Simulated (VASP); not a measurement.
Wanted: the native input for a VASP 6.6.1 run.

| Item | Value |
| --- | --- |
| Task | single point |
| Functional | PBE |
| Potentials or basis | VASP PAW PBE potentials, release 64 (Ta_pv, N) |
| Cutoff | 520 eV |
| k mesh | 24 × 24 × 10 |
| Occupations | gaussian, width 0.1 eV |
| Spin | no spin polarisation |
| Dipole correction | no |
| Further INCAR settings | ALGO = Normal; EDIFF = 1e-07; NBANDS = 24 |

The structure of TaN lies in POSCAR:

```
TaN
1.0
    2.9431911523      0.0000000000      0.0000000000
   -1.4715955761      2.5488783061      0.0000000000
    0.0000000000      0.0000000000      5.6782516899
Ta N
2 2
Direct
    0.0000000000      0.0000000000      0.0000000000
    0.0000000000      0.0000000000      0.5000000000
    0.3333333337      0.6666666663      0.2500000000
    0.6666666663      0.3333333337      0.7500000000
```

This cell differs from its parent crystal: uniaxial strain along c: -4.0 %, then relaxed in part.

One way to write it, as run:

INCAR

```
  PREC = Accurate
  ENCUT = 520
  EDIFF = 1E-7
  ISMEAR = 0
  SIGMA = 0.1
  LREAL = False
  LASPH = True
  NELM = 100
  ALGO = Normal
  ISIF = 2
  LWAVE = False
  LCHARG = True
  GGA = PE
  LELF = True
  LVHAR = True
  NBANDS = 24
```

KPOINTS

```
Automatic mesh
0
Gamma
  24 24 10
```

Potentials or basis: VASP PAW PBE potentials, release 64 (Ta_pv, N).

Launch:

```sh
$ cat potpaw_PBE.64/Ta_pv/POTCAR potpaw_PBE.64/N/POTCAR > POTCAR
$ mpirun -np 1 vasp_std > vasp.out
```

Results of the run:

The pressure is 11.0 GPa and the band gap on the k mesh is zero (bands 16 and 17 overlap by 0.95 eV).

Caveat: the cell differs from its parent crystal (uniaxial strain along c: -4.0 %, then relaxed in part); the cell stands under pressure; spin-orbit coupling is left out, which moves the levels of the heavy elements.

Wall time 4.3 min on 1 thread of Intel(R) Xeon(R) Platinum 8375C CPU @ 2.90GHz (Ice Lake) (shared host), peak memory 0.41 GiB.
